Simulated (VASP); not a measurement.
# GdMn (Pm-3m) in VASP: notebook

The runs below take GdMn through single point, with PBEsol+U.

Program: VASP 6.6.1. These are calculated values, not measurements. Logs are shortened: lines on timing, memory, paths and dates and some standing lists are left out, and cuts for length are marked.

## 1. The cell of the first run

It takes space group Pm-3m (No. 221, cubic). The conventional cell has a = 3.448 Å, b = 3.448 Å, c = 3.448 Å, α = 90.00°, β = 90.00°, γ = 90.00°. Gd (site symmetry m-3m) has 8 Mn at 2.99 Å and 6 Gd at 3.45 Å within 3.9 Å. Mn (site symmetry m-3m) has 8 Gd at 2.99 Å and 6 Mn at 3.45 Å within 3.9 Å.

## 2. Single point, PBEsol+U, collinear spin, ferrimagnetic start

Input file INCAR:

```
SYSTEM = GdMn
  ALGO = Normal
  EDIFF = 1E-7
  ENCUT = 520
  GGA = PS
  ISIF = 2
  ISMEAR = 0
  ISPIN = 2
  LASPH = .TRUE.
  LCHARG = .FALSE.
  LDAU = .TRUE.
  LDAUJ = 0 0
  LDAUL = -1 2
  LDAUPRINT = 1
  LDAUTYPE = 2
  LDAUU = 0 5
  LMAXMIX = 6
  LORBIT = 11
  LREAL = .FALSE.
  LWAVE = .FALSE.
  MAGMOM = 7 -3.5
  NBANDS = 26
  NELM = 150
  PREC = Accurate
  SIGMA = 0.05
```

Input file KPOINTS:

```
k-points
0
G
  10 10 10
  0 0 0
```

Input file POSCAR:

```
GdMn
1.0
    3.4475309497      0.0000000000      0.0000000000
    0.0000000000      3.4475309497      0.0000000000
    0.0000000000      0.0000000000      3.4475309497
Gd Mn
1 1
Direct
    0.0000000000      0.0000000000      0.0000000000
    0.5000000000      0.5000000000      0.5000000000
```

Potentials or basis: VASP PAW PBE potentials, release 64 (Gd, Mn_pv).

Launch:

```console
cat potpaw_PBE.64/Gd/POTCAR potpaw_PBE.64/Mn_pv/POTCAR > POTCAR
mpirun -np 1 vasp_std > vasp.out
```

OUTCAR:

```text
SYSTEM = GdMn
   EDIFF = 1E-7
   ENCUT = 520
   GGA = PS
   ISIF = 2
   ISMEAR = 0
   ISPIN = 2
   LASPH = .TRUE.
   LORBIT = 11
   LREAL = .FALSE.
   NELM = 150
   PREC = Accurate

 ion  position               nearest neighbor table
   1  0.000  0.000  0.000-   2 2.99   2 2.99   2 2.99   2 2.99   2 2.99   2 2.99   2 2.99   2 2.99

   2  0.500  0.500  0.500-   1 2.99   1 2.99   1 2.99   1 2.99   1 2.99   1 2.99   1 2.99   1 2.99

  LATTYP: Found a simple cubic cell.
 ALAT       =     3.4475309497

  Lattice vectors:

 A1 = (   3.4475309497,   0.0000000000,   0.0000000000)
 A2 = (   0.0000000000,   3.4475309497,   0.0000000000)
 A3 = (   0.0000000000,   0.0000000000,   3.4475309497)

Analysis of symmetry for initial positions (statically):
=====================================================================
 Subroutine PRICEL returns:
 Original cell was already a primitive cell.

 Routine SETGRP: Setting up the symmetry group for a
 simple cubic supercell.

 Subroutine GETGRP returns: Found 48 space group operations
 (whereof 48 operations were pure point group operations)
 out of a pool of 48 trial point group operations.

The static configuration has the point symmetry O_h .

Analysis of symmetry for dynamics (positions and initial velocities):
=====================================================================
 Subroutine PRICEL returns:
 Original cell was already a primitive cell.

 Routine SETGRP: Setting up the symmetry group for a
 simple cubic supercell.

 Subroutine GETGRP returns: Found 48 space group operations
 (whereof 48 operations were pure point group operations)
 out of a pool of 48 trial point group operations.

The dynamic configuration has the point symmetry O_h .

Analysis of structural, dynamic, and magnetic symmetry:
=====================================================================
 Subroutine PRICEL returns:
 Original cell was already a primitive cell.

 Routine SETGRP: Setting up the symmetry group for a
 simple cubic supercell.

 Subroutine GETGRP returns: Found 48 space group operations
 (whereof 48 operations were pure point group operations)
 out of a pool of 48 trial point group operations.

The overall configuration has the point symmetry O_h .

 Subroutine INISYM returns: Found 48 space group operations
 (whereof 48 operations are pure point group operations),
 and found     1 'primitive' translations

----------------------------------------------------------------------------------------

                                     Primitive cell

  volume of cell :      40.9755

  direct lattice vectors                    reciprocal lattice vectors
     3.447530950  0.000000000  0.000000000     0.290062661  0.000000000  0.000000000
     0.000000000  3.447530950  0.000000000     0.000000000  0.290062661  0.000000000
     0.000000000  0.000000000  3.447530950     0.000000000  0.000000000  0.290062661

  length of vectors
     3.447530950  3.447530950  3.447530950     0.290062661  0.290062661  0.290062661

  position of ions in fractional coordinates (direct lattice)
     0.000000000  0.000000000  0.000000000
     0.500000000  0.500000000  0.500000000

  ion indices of the primitive-cell ions
   primitive index   ion index
                 1           1
                 2           2

----------------------------------------------------------------------------------------

 KPOINTS: k-points

[... 62 lines left out ...]
   LNONCOLLINEAR =      F non collinear calculations
   LSORBIT =      F    spin-orbit coupling
   LASPH  =      T    aspherical Exc in radial PAW
   ENCUT  =  520.0 eV  38.22 Ry    6.18 a.u.   6.41  6.41  6.41*2*pi/ulx,y,z
   NELM   =    150;   NELMIN=  2; NELMDL= -5     # of ELM steps
   EDIFF  = 0.1E-06   stopping-criterion for ELM
   LREAL  =      F    real-space projection
   EDIFFG = 0.1E-05   stopping-criterion for IOM
   NSW    =      0    number of steps for IOM
   IBRION =     -1    ionic relax: 0-MD 1-quasi-New 2-CG
   NFREE  =      0    steps in history (QN), initial steepest desc. (CG)
   ISIF   =      2    stress and relaxation
   ISYM   =      2    0-nonsym 1-usesym 2-fastsym
   POTIM  = 0.5000    time-step for ionic-motion
   TEBEG  =    0.0;   TEEND  =   0.0 temperature during run
   PSTRESS=    0.0 pullay stress
   NELECT =      31.0000    total number of electrons
   NUPDOWN=      -1.0000    fix difference up-down
   EMIN   =  10.00;   EMAX   =-10.00  energy-range for DOS
   EFERMI =   0.00;   METHOD = LEGACY
   ISMEAR =     0;   SIGMA  =   0.05  broadening in eV -4-tet -1-fermi 0-gaus
   EFERMI_NEDOS =   21; number of points for ismear=-14 and -15
   IALGO  =     38    algorithm
   IMIX   =      4    mixing-type and parameters
     AMIX     =   0.40;   BMIX     =  1.00
     AMIX_MAG =   1.60;   BMIX_MAG =  1.00
  volume/ion in A,a.u.               =      20.49       138.26
  Fermi-wavevector in a.u.,A,eV,Ry     =   1.491720  2.818941 30.276060  2.225228
  Thomas-Fermi vector in A             =   2.604339
   LORBIT       =     11    0 simple, 1 ext, 2 COOP (PROOUT), +10 PAW based schemes
 LDA+U is selected, type is set to LDAUTYPE =  2
   angular momentum for each species LDAUL =    -1    2
   U (eV)           for each species LDAUU =   0.0  5.0
   J (eV)           for each species LDAUJ =   0.0  0.0
   GGA     = PS    functional components
   LHFCALC =     F    Hartree Fock is set to
   AEXX    =    0.0000 exact exchange contribution
   IVDW    =     0    specifies the selected vdW correction
   LEPSILON=     F    determine dielectric tensor
   LRPA    =     F    only Hartree local field effects (RPA)
 spin polarized calculation
 Gauss-broadening in eV      SIGMA  =   0.05
  energy-cutoff  :      520.00
  volume of cell :       40.98
 maximum number of plane-waves:      1141
 NGX is ok and might be reduce to    28
   NGX = 13   NGY = 13   NGZ = 13

atom =   2  type =  2  l = 2

 onsite density matrix

spin component  1

  0.0260  0.0000  0.0000 -0.0000  0.0000
  0.0000  0.0260  0.0000 -0.0000 -0.0000
  0.0000  0.0000  0.0987 -0.0000 -0.0000
 -0.0000 -0.0000 -0.0000  0.0260  0.0000
  0.0000 -0.0000 -0.0000  0.0000  0.0987

spin component  2

  0.9088 -0.0000  0.0000  0.0000 -0.0000
 -0.0000  0.9088 -0.0000  0.0000  0.0000
  0.0000 -0.0000  0.9164 -0.0000  0.0000
  0.0000  0.0000 -0.0000  0.9088  0.0000
 -0.0000  0.0000  0.0000  0.0000  0.9164

 occupancies and eigenvectors

  o =  0.0260  v =  1.0000  0.0000  0.0000  0.0000  0.0000  0.0000  0.0000  0.0000  0.0000  0.0000      0.0000  0.0000  0.0000  0.0000  0.0000  0.0000  0.0000  0.0000  0.0000  0.0000
  o =  0.0260  v =  0.0000 -1.0000  0.0000  0.0078  0.0000  0.0000  0.0000  0.0000  0.0000  0.0000      0.0000  0.0000  0.0000  0.0000  0.0000  0.0000  0.0000  0.0000  0.0000  0.0000
  o =  0.0260  v =  0.0000 -0.0078  0.0000 -1.0000 -0.0000  0.0000  0.0000  0.0000  0.0000  0.0000      0.0000  0.0000  0.0000  0.0000  0.0000  0.0000  0.0000  0.0000  0.0000  0.0000
  o =  0.0987  v =  0.0000 -0.0000 -0.9995 -0.0000 -0.0300  0.0000  0.0000  0.0000  0.0000  0.0000      0.0000  0.0000  0.0000  0.0000  0.0000  0.0000  0.0000  0.0000  0.0000  0.0000
  o =  0.0987  v =  0.0000  0.0000 -0.0300 -0.0000  0.9995  0.0000  0.0000  0.0000  0.0000  0.0000      0.0000  0.0000  0.0000  0.0000  0.0000  0.0000  0.0000  0.0000  0.0000  0.0000
  o =  0.9088  v =  0.0000  0.0000  0.0000  0.0000  0.0000  0.0000  0.1748 -0.0000 -0.9846  0.0000      0.0000  0.0000  0.0000  0.0000  0.0000  0.0000  0.0000  0.0000  0.0000  0.0000
  o =  0.9088  v =  0.0000  0.0000  0.0000  0.0000  0.0000  0.0000 -0.9846  0.0000 -0.1748 -0.0000      0.0000  0.0000  0.0000  0.0000  0.0000  0.0000  0.0000  0.0000  0.0000  0.0000
  o =  0.9088  v =  0.0000  0.0000  0.0000  0.0000  0.0000  1.0000  0.0000  0.0000  0.0000  0.0000      0.0000  0.0000  0.0000  0.0000  0.0000  0.0000  0.0000  0.0000  0.0000  0.0000
  o =  0.9164  v =  0.0000  0.0000  0.0000  0.0000  0.0000  0.0000 -0.0000 -0.0095  0.0000  1.0000      0.0000  0.0000  0.0000  0.0000  0.0000  0.0000  0.0000  0.0000  0.0000  0.0000
  o =  0.9164  v =  0.0000  0.0000  0.0000  0.0000  0.0000  0.0000  0.0000  1.0000 -0.0000  0.0095      0.0000  0.0000  0.0000  0.0000  0.0000  0.0000  0.0000  0.0000  0.0000  0.0000

 number of electron      30.9999991 magnetization       2.8958088

 Free energy of the ion-electron system (eV)
  ---------------------------------------------------
  ext. energy  EPLUGINS =         0.00000000
  ---------------------------------------------------
  free energy    TOTEN  =       -18.68848618 eV

  energy without entropy =      -18.68639836  energy(sigma->0) =      -18.68744227

 E-fermi :   5.5936     XC(G=0): -11.5821

 val. band max:        5.5803823154   @ k =   0.5000   0.4000   0.1000
 cond. band min:       5.6045491101   @ k =   0.4000   0.3000   0.2000
 fundamental gap:      0.0241667947
 Fermi energy:         5.5935807439

 spin component 1

 k-point     1 :       0.0000    0.0000    0.0000
  band No.  band energies     occupation
      1     -40.7320      1.00000
      2     -40.7320      1.00000
      3     -40.7320      1.00000
      4     -39.1470      1.00000
      5     -16.3592      1.00000
      6     -16.3592      1.00000
[... 1385 lines left out ...]
     25      10.9615      0.00000
     26      12.6576      0.00000

 [... further k-points ...]
[... 5 lines left out ...]
  --------------------------------------------------------------------------------------
  -------------------------------------------------------------------------------------
  Total        3.5506333      3.5506333      3.5506333      0.0000000     -0.0000000     -0.0000000
  in kB      138.8327350    138.8327350    138.8327350      0.0000000     -0.0000000     -0.0000000
  external PRESSURE =     138.8327350 kB  Pullay stress =       0.0000000 kB

 VOLUME and BASIS-vectors are now :
 -----------------------------------------------------------------------------
  energy-cutoff  :      520.00
  volume of cell :       40.98
      direct lattice vectors                 reciprocal lattice vectors
     3.447530950  0.000000000  0.000000000     0.290062661  0.000000000  0.000000000
     0.000000000  3.447530950  0.000000000     0.000000000  0.290062661  0.000000000
     0.000000000  0.000000000  3.447530950     0.000000000  0.000000000  0.290062661

 POSITION                                       TOTAL-FORCE (eV/Angst)
 -----------------------------------------------------------------------------------
      0.00000      0.00000      0.00000         0.000000      0.000000      0.000000
      1.72377      1.72377      1.72377         0.000000      0.000000      0.000000
 -----------------------------------------------------------------------------------
    total drift:                                0.000000      0.000000      0.000000

  FREE ENERGIE OF THE ION-ELECTRON SYSTEM (eV)
  ---------------------------------------------------
  free  energy   TOTEN  =       -18.6884861819 eV

  energy  without entropy=      -18.6863983567  energy(sigma->0) =      -18.68744227

 total charge

# of ion       s       p       d       f       tot
--------------------------------------------------
    1        2.073   5.559   0.718   6.977  15.327
    2        0.427   6.248   4.817   0.000  11.492
--------------------------------------------------
tot          2.500  11.807   5.535   6.977  26.819

 magnetization (x)

# of ion       s       p       d       f       tot
--------------------------------------------------
    1        0.012  -0.072   0.245   6.781   6.966
    2       -0.068  -0.032  -4.273   0.000  -4.373
--------------------------------------------------
tot         -0.056  -0.104  -4.029   6.781   2.593
```

It took 3 min on 1 thread of Oxide Virtual Turin-like, shared host; peak memory 0.22 GiB.

Results:

```yaml
Free_energy: -18.6885 eV
Pressure: 13.9 GPa
Net_moment: 2.90 μB per cell
Site_moments: Gd +6.97; Mn -4.37 μB
Valence_electrons_inside_the_program's_atomic_spheres: Gd 15.33; Mn 11.49
```

Eigenvalues of the final occupation matrices:
| site | spin | trace | eigenvalues |
| --- | --- | --- | --- |
| site 2 d | 1 | 0.28 | 0.03 0.03 0.03 0.10 0.10 |
| site 2 d | 2 | 4.56 | 0.91 0.91 0.91 0.92 0.92 |

Caveat: the PAW data sets were made with another functional, which shifts forces and pressure a little; spin-orbit coupling is left out, which moves the levels of the heavy elements.

## 3. Single point, PBEsol+U, collinear spin, ferrimagnetic start

Input file INCAR:

```
PREC = Accurate
ENCUT = 520
EDIFF = 1E-6
ISMEAR = 0
SIGMA = 0.05
LREAL = False
LASPH = True
NELM = 150
ALGO = Normal
ISIF = 2
LWAVE = False
LCHARG = False
ISPIN = 2
MAGMOM = 7 -3.5
LORBIT = 11
LMAXMIX = 6
LDAU = True
LDAUTYPE = 2
LDAUL = -1 2
LDAUU = 0 1
LDAUJ = 0 0
LDAUPRINT = 1
GGA = PS
NBANDS = 26
```

Input file KPOINTS:

```
Automatic mesh
0
Gamma
  10 10 10
```

POSCAR is that of step 2.

Potentials or basis: VASP PAW PBE potentials, release 64 (Gd, Mn_pv).

Launch:

```console
cat potpaw_PBE.64/Gd/POTCAR potpaw_PBE.64/Mn_pv/POTCAR > POTCAR
mpirun -np 1 vasp_std > vasp.out
```

Run time: 3.3 min. Hardware: 1 thread of Oxide Virtual Turin-like, shared host; peak memory 0.22 GiB.

Results (log left out):

```yaml
Free_energy: -20.5338 eV
Pressure: 4.2 GPa
Net_moment: 3.69 μB per cell
Site_moments: Gd +6.99; Mn -3.63 μB
Valence_electrons_inside_the_program's_atomic_spheres: Gd 15.29; Mn 11.55
```

Levels at points of the mesh, in eV from the Fermi level:
Spin up:
```csv
k point,band 14,band 15,band 16,band 17,band 18,band 19,band 20,band 21
"(0.00, 0.00, 0.00)",-4.29,-4.25,-2.33,-2.33,0.99,0.99,0.99,2.63
"(0.50, 0.00, 0.00)",-4.22,-3.18,-2.05,-0.17,0.03,1.15,1.15,1.57
"(0.50, 0.50, 0.00)",-4.21,-3.49,-2.07,-0.27,-0.27,1.50,1.50,1.81
"(0.50, 0.50, 0.50)",-4.24,-1.77,-1.77,-1.77,0.44,0.44,0.44,1.84
```
Spin down:
```tsv
k point	band 10	band 11	band 12	band 13	band 14	band 15	band 16	band 17	band 18	band 19
(0.00, 0.00, 0.00)	-3.88	-2.77	-2.77	-2.77	0.92	0.92	0.92	0.94	0.94	0.94
(0.50, 0.00, 0.00)	-2.85	-2.85	-2.72	-2.70	-1.11	0.97	0.99	1.00	1.03	1.03
(0.50, 0.50, 0.00)	-3.24	-3.24	-2.18	-1.32	0.54	0.54	0.90	0.95	0.95	1.12
(0.50, 0.50, 0.50)	-3.00	-2.16	-2.16	-1.51	-1.51	-1.51	0.36	0.96	0.96	0.96
```

Eigenvalues of the final occupation matrices:
```tsv
site	spin	trace	eigenvalues
site 2 d	1	0.70	0.11 0.11 0.11 0.19 0.19
site 2 d	2	4.28	0.84 0.84 0.86 0.86 0.86
```

Caveat: the PAW data sets were made with another functional, which shifts forces and pressure a little; spin-orbit coupling is left out, which moves the levels of the heavy elements. The state reached can hang on the start; a lower one may exist.
